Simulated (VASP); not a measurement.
Write the native input for VASP 6.6.1 that does the following.

```
Task                            : G0W0 quasiparticle levels
Functional                      : PBE
Potentials or basis             : VASP PAW PBE potentials, release 64 (Ca_sv_GW, O_GW)
Cutoff                          : 500 eV
k mesh                          : 6 × 6 × 6
Occupations                     : gaussian, width 0.01 eV
Spin                            : no spin polarisation
Dipole correction               : no
GW scheme                       : G0W0
GW iterations                   : 1
Cutoff of the response function : 150
Frequency points                : 48
Empty bands                     : 142
Further INCAR settings          : ALGO = EVGW0; EDIFF = 1e-08; NBANDS = 150
```

The system is CaO.

```
CELL_PARAMETERS angstrom
0.00000 2.47640 2.78954
2.47640 0.00000 2.78954
2.47640 2.47640 0.00000
ATOMIC_POSITIONS crystal
Ca 0.00000 0.00000 0.00000
O 0.25000 0.25000 0.25000
```

The input as run:

POSCAR

```
CaO
1.0
    0.0000000000      2.4763951520      2.7895354835
    2.4763951520      0.0000000000      2.7895354835
    2.4763951520      2.4763951520      0.0000000000
Ca O
1 1
Direct
    0.0000000000      0.0000000000      0.0000000000
    0.2500000000      0.2500000000      0.2500000000
```

INCAR.step1

```
SYSTEM = CaO
PREC     = Accurate       ! precision mode
ENCUT    = 500            ! plane-wave cutoff, eV
EDIFF    = 1E-8           ! SCF threshold, eV
ISMEAR   = 0              ! smearing method
SIGMA    = 0.01           ! smearing width, eV
LREAL    = .FALSE.        ! projectors in reciprocal space
LASPH    = .TRUE.         ! aspherical terms in the spheres
NELM     = 80             ! most SCF steps
ALGO     = Normal         ! electronic algorithm
LWAVE    = .TRUE.         ! write WAVECAR
LCHARG   = .FALSE.        ! write CHGCAR
GGA      = PE             ! functional
```

INCAR.step2

```
SYSTEM = CaO
PREC     = Accurate       ! precision mode
ENCUT    = 500            ! plane-wave cutoff, eV
EDIFF    = 1E-8           ! SCF threshold, eV
ISMEAR   = 0              ! smearing method
SIGMA    = 0.01           ! smearing width, eV
LREAL    = .FALSE.        ! projectors in reciprocal space
LASPH    = .TRUE.         ! aspherical terms in the spheres
NELM     = 1              ! most SCF steps
ALGO     = Exact          ! electronic algorithm
LWAVE    = .TRUE.         ! write WAVECAR
LCHARG   = .FALSE.        ! write CHGCAR
GGA      = PE             ! functional
NBANDS   = 150            ! bands
LOPTICS  = .TRUE.         ! frequency-dependent dielectric function
ISTART   = 1
```

INCAR.step3

```
SYSTEM = CaO
PREC     = Accurate       ! precision mode
ENCUT    = 500            ! plane-wave cutoff, eV
EDIFF    = 1E-8           ! SCF threshold, eV
ISMEAR   = 0              ! smearing method
SIGMA    = 0.01           ! smearing width, eV
LREAL    = .FALSE.        ! projectors in reciprocal space
LASPH    = .TRUE.         ! aspherical terms in the spheres
ALGO     = EVGW0          ! electronic algorithm
LWAVE    = .FALSE.        ! write WAVECAR
LCHARG   = .FALSE.        ! write CHGCAR
GGA      = PE             ! functional
NELMGW   = 1            
NBANDS   = 150            ! bands
ENCUTGW  = 150.0          ! cutoff of the response function
NOMEGA   = 48             ! frequency points
PRECFOCK = Fast         
ISTART   = 1            
NBANDSGW = 16
```

KPOINTS

```
Automatic mesh
0
G
  6 6 6
  0 0 0
```

Potentials or basis: VASP PAW PBE potentials, release 64 (Ca_sv_GW, O_GW).

Launch:

```sh
$ cat potpaw_PBE.64/Ca_sv_GW/POTCAR potpaw_PBE.64/O_GW/POTCAR > POTCAR
$ cp INCAR.step1 INCAR
$ mpirun -np 1 vasp_std > vasp.out
$ cp INCAR.step2 INCAR
$ mpirun -np 1 vasp_std > vasp.out
$ cp INCAR.step3 INCAR
$ mpirun -np 1 vasp_std > vasp.out
```

Results of the run:

| Property | Result |
| --- | --- |
| Quasiparticle gap | 4.71 eV |
| Least direct quasiparticle gap | 5.41 eV |
| Band gap of the starting levels on the mesh | 3.31 eV |
| Least direct gap of the starting levels on the mesh | 4.03 eV |

Caveat: bands, screening cutoff and mesh are small and nothing is extrapolated, so the quasiparticle values aren't converged.

Wall time 37 min on 1 thread of Intel(R) Xeon(R) Platinum 8488C (Sapphire Rapids), on a shared host, peak memory 0.89 GiB.
